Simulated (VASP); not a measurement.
# Ni (P6_3/mmc) in VASP: notebook, part 2 of 2

VASP 6.6.1. The steps go on from the part before.

## (3) Single point, PBEsol, collinear spin, ferromagnetic start

This run uses another cell than the first one, of 11.34 Å³/atom, 1.091 times its volume.

The input, INCAR:

```
PREC = Accurate
ENCUT = 520
EDIFF = 1E-6
ISMEAR = 0
SIGMA = 0.1
LREAL = F
LASPH = T
NELM = 150
ALGO = Normal
ISIF = 2
LWAVE = F
LCHARG = F
ISPIN = 2
MAGMOM = 2 2 2 2
LORBIT = 11
LMAXMIX = 4
GGA = PS
NBANDS = 32
```

The input, KPOINTS:

```
Automatic mesh
0
Gamma
  9 9 2
```

The input, POSCAR:

```
Ni
1.0
    2.5322817327      0.0000000000      0.0000000000
   -1.2661408663      2.1930203101      0.0000000000
    0.0000000000      0.0000000000      8.1671083916
Ni
4
Direct
    0.0000000000      0.0000000000      0.0000000000
    0.0000000000      0.0000000000      0.5000000000
    0.3333333333      0.6666666667      0.7500000000
    0.6666666667      0.3333333333      0.2500000000
```

Potentials or basis: VASP PAW PBE potentials, release 64 (Ni).

Command:

```console
$ cat potpaw_PBE.64/Ni/POTCAR > POTCAR
$ mpirun -np 1 vasp_std > vasp.out
```

OUTCAR:

```text
PREC = Accurate
   ENCUT = 520
   EDIFF = 1E-6
   ISMEAR = 0
   LREAL = F
   LASPH = T
   NELM = 150
   ISIF = 2
   ISPIN = 2
   LORBIT = 11
   GGA = PS

 ion  position               nearest neighbor table
   1  0.000  0.000  0.000-   3 2.51   4 2.51   4 2.51   3 2.51   4 2.51   3 2.51
   2  0.000  0.000  0.500-   3 2.51   4 2.51   4 2.51   3 2.51   4 2.51   3 2.51
   3  0.333  0.667  0.750-   1 2.51   2 2.51   1 2.51   2 2.51   1 2.51   2 2.51
   4  0.667  0.333  0.250-   1 2.51   2 2.51   1 2.51   2 2.51   1 2.51   2 2.51

  LATTYP: Found a hexagonal cell.
 ALAT       =     2.5322817327
 C/A-ratio  =     3.2251973728

  Lattice vectors:

 A1 = (   2.5322817327,   0.0000000000,   0.0000000000)
 A2 = (  -1.2661408663,   2.1930203101,   0.0000000000)
 A3 = (   0.0000000000,   0.0000000000,   8.1671083916)

Analysis of symmetry for initial positions (statically):
[... 1884 lines left out ...]
     32      19.6775      0.00000

------------------------ aborting loop because EDIFF is reached ----------------------------------------

  FORCE on cell =-STRESS in cart. coord.  units (eV):
  Direction    XX          YY          ZZ          XY          YZ          ZX
  --------------------------------------------------------------------------------------
  -------------------------------------------------------------------------------------
  Total       -4.9702140     -4.9702140     -3.5471650     -0.0000000      0.0000000      0.0000000
  in kB     -175.5750007   -175.5750007   -125.3051676     -0.0000000      0.0000000      0.0000000
  external PRESSURE =    -158.8183897 kB  Pullay stress =       0.0000000 kB

 VOLUME and BASIS-vectors are now :
 -----------------------------------------------------------------------------
  energy-cutoff  :      520.00
  volume of cell :       45.35
      direct lattice vectors                 reciprocal lattice vectors
     2.532281733  0.000000000  0.000000000     0.394900768  0.227996064  0.000000000
    -1.266140866  2.193020310  0.000000000     0.000000000  0.455992129  0.000000000
     0.000000000  0.000000000  8.167108392     0.000000000  0.000000000  0.122442357

 POSITION                                       TOTAL-FORCE (eV/Angst)
 -----------------------------------------------------------------------------------
      0.00000      0.00000      0.00000         0.000000      0.000000     -0.000000
      0.00000      0.00000      4.08355         0.000000      0.000000     -0.000000
     -0.00000      1.46201      6.12533        -0.000000      0.000000      0.000000
      1.26614      0.73101      2.04178         0.000000      0.000000     -0.000000
 -----------------------------------------------------------------------------------
    total drift:                                0.000000     -0.000000      0.000000

  FREE ENERGIE OF THE ION-ELECTRON SYSTEM (eV)
  ---------------------------------------------------
  free  energy   TOTEN  =       -24.2728463892 eV

  energy  without entropy=      -24.2282252387  energy(sigma->0) =      -24.25053581

 total charge

# of ion       s       p       d       tot
------------------------------------------
    1        0.483   0.466   8.293   9.242
    2        0.483   0.466   8.293   9.242
    3        0.483   0.470   8.289   9.242
    4        0.483   0.470   8.289   9.242
--------------------------------------------------
tot          1.931   1.872  33.164  36.967

 magnetization (x)

# of ion       s       p       d       tot
------------------------------------------
    1       -0.005  -0.021   0.665   0.639
    2       -0.005  -0.021   0.665   0.639
    3       -0.005  -0.021   0.685   0.658
    4       -0.005  -0.021   0.685   0.658
--------------------------------------------------
tot         -0.021  -0.085   2.700   2.594
```

OSZICAR:

```text
N       E                     dE             d eps       ncg     rms          rms(c)
DAV:   1     0.253201216738E+03    0.25320E+03   -0.17491E+04  3184   0.179E+03
DAV:   2    -0.110969432847E+02   -0.26430E+03   -0.24811E+03  3072   0.321E+02
DAV:   3    -0.282781669623E+02   -0.17181E+02   -0.16540E+02  3552   0.106E+02
DAV:   4    -0.285637472254E+02   -0.28558E+00   -0.28527E+00  3512   0.138E+01
DAV:   5    -0.285729798124E+02   -0.92326E-02   -0.92319E-02  3848   0.195E+00    0.226E+01
DAV:   6    -0.256856474000E+02    0.28873E+01   -0.31503E+01  3520   0.863E+01    0.149E+01
DAV:   7    -0.240403988569E+02    0.16452E+01   -0.67186E+00  3504   0.385E+01    0.484E+00
DAV:   8    -0.255341211568E+02   -0.14937E+01   -0.48358E+00  3808   0.470E+01    0.170E+01
DAV:   9    -0.242362907232E+02    0.12978E+01   -0.23403E+00  3688   0.361E+01    0.188E+00
DAV:  10    -0.242651169352E+02   -0.28826E-01   -0.14208E-01  3968   0.415E+00    0.697E-01
DAV:  11    -0.242728693785E+02   -0.77524E-02   -0.23755E-02  3672   0.180E+00    0.259E-01
DAV:  12    -0.242728795321E+02   -0.10154E-04   -0.13955E-03  3904   0.428E-01    0.118E-01
DAV:  13    -0.242728472125E+02    0.32320E-04   -0.19441E-04  4872   0.157E-01    0.720E-02
DAV:  14    -0.242728434857E+02    0.37268E-05   -0.68544E-05  3592   0.859E-02    0.244E-02
DAV:  15    -0.242728468711E+02   -0.33854E-05   -0.54366E-06  3432   0.258E-02    0.168E-02
DAV:  16    -0.242728463892E+02    0.48187E-06   -0.36095E-06  2344   0.379E-02
   1 F= -.24272846E+02 E0= -.24250536E+02  d E =-.446212E-01  mag=     2.5467
```

stdout:

```text
POSCAR found type information on POSCAR Ni
 POSCAR found :  1 types and       4 ions
 scaLAPACK will be used
 -----------------------------------------------------------------------------
|                                                                             |
|                                                                             |
|     You enforced a specific xc type in the INCAR file but a different       |
|     I HOPE YOU KNOW WHAT YOU ARE DOING!                                     |
|                                                                             |
 -----------------------------------------------------------------------------

 LDA part: xc-table for (Slater+PW92), standard interpolation
 POSCAR, INCAR and KPOINTS ok, starting setup
 FFT: planning ... GRIDC
 FFT: planning ... GRID_SOFT
 FFT: planning ... GRID
 WAVECAR not read
 entering main loop
```

Wall time 35 s (1 thread of Intel Xeon 6975P-C (Granite Rapids), shared host); peak memory 0.2 GiB.

Results:

```yaml
Free_energy: -24.2728 eV
Pressure: -15.9 GPa
Net_moment: 2.55 μB per cell
Site_moments: Ni +0.64, +0.66 μB
Valence_electrons_inside_the_program's_atomic_spheres: Ni 9.24
```

Stress tensor (GPa, compression positive):
```
-17.56   0.00   0.00
  0.00 -17.56   0.00
  0.00   0.00 -12.53
```

Caveat: the k points lie up to 0.38 Å⁻¹ apart; the PAW data sets were made with another functional, which shifts forces and pressure a little.
